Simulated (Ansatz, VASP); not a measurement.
ZrC in VASP and in Ansatz

File INCAR:

```
SYSTEM = ZrC
ALGO     = Normal         ! electronic algorithm
EDIFF    = 1E-7           ! SCF threshold, eV
ENCUT    = 520            ! plane-wave cutoff, eV
GGA      = PS             ! functional
ISIF     = 2              ! what is computed and relaxed
ISMEAR   = -1             ! smearing method
LASPH    = .True.         ! aspherical terms in the spheres
LCHARG   = .False.        ! write CHGCAR
LREAL    = .False.        ! projectors in reciprocal space
LWAVE    = .False.        ! write WAVECAR
NBANDS   = 24             ! bands
NELM     = 100            ! most SCF steps
PREC     = Accurate       ! precision mode
SIGMA    = 0.05           ! smearing width, eV
```

KPOINTS

```
k-points
0
Gamma
  9 9 5
  0 0 0
```

The input POSCAR:

```
ZrC
1.0
    3.3914762718      0.0000000000      0.0000000000
   -1.6957381359      2.9371046077      0.0000000000
    0.0000000000      0.0000000000      5.2900530000
Zr C
2 2
Direct
    0.6564960000      0.3361750000      0.7457770000
    0.3534290000      0.6814770000      0.2533850000
   -0.0106820000     -0.0085700000      0.5010310000
    0.0019040000     -0.0091580000     -0.0024290000
```

input.yaml

```yaml
crystal:
  lattice:
    - [3.3914762718, 0.0, 0.0]
    - [-1.6957381359, 2.9371046077, 0.0]
    - [0.0, 0.0, 5.290053]
  atoms:
    - { symbol: Zr, position: [0.656496, 0.336175, 0.745777] }
    - { symbol: Zr, position: [0.353429, 0.681477, 0.253385] }
    - { symbol: C, position: [-0.010682, -0.00857, 0.501031] }
    - { symbol: C, position: [0.001904, -0.009158, -0.002429] }
kpoints:
  mp_grid: { grid: [9, 9, 5] }
scf:
  occupations: { method: fermi_dirac, width: 0.05 }
hamiltonian:
  xc: pbesol
  pseudopotentials: { kind: all_electron, lapw: { basis_error: 0.001 } }
output:
  forces: true
  stress: true
  eigenvalues: true
  populations: true
```

Change from the starting cell: atoms moved at random, drawn with an rms of 0.05 Å.

Alike in both runs: task single point; functional PBEsol; k mesh 9 × 9 × 5; occupations fermi-dirac, width 0.05 eV; no spin polarisation.

|  | VASP | Ansatz |
| --- | --- | --- |
| version | VASP 6.6.1 | Ansatz 0.2.0 |
| potentials or method | VASP PAW PBE potentials, release 64 (Zr_sv, C), cutoff 520 eV | all-electron LAPW, scalar-relativistic |

|  | VASP | Ansatz | Ansatz less VASP |
| --- | --- | --- | --- |
| gap on the k mesh at the Fermi level (eV) | none | none | - |
| pressure (GPa) | -6.8 | -7.1 | -0.28 |
| traceless stress, the component that is largest in VASP (GPa) | 1.38 | 1.40 | +0.017 |
| rms of the force components (eV/Å) | 0.545 | 0.542 | -0.0027 |

VASP's potentials were made for PBE, not for PBEsol. Atom by atom the forces differ by 0.003 eV/Å (rms over components). A gap of «none» marks a metal or a gap that the smearing closes. Ansatz ran all-electron here, and VASP with PAW potentials.
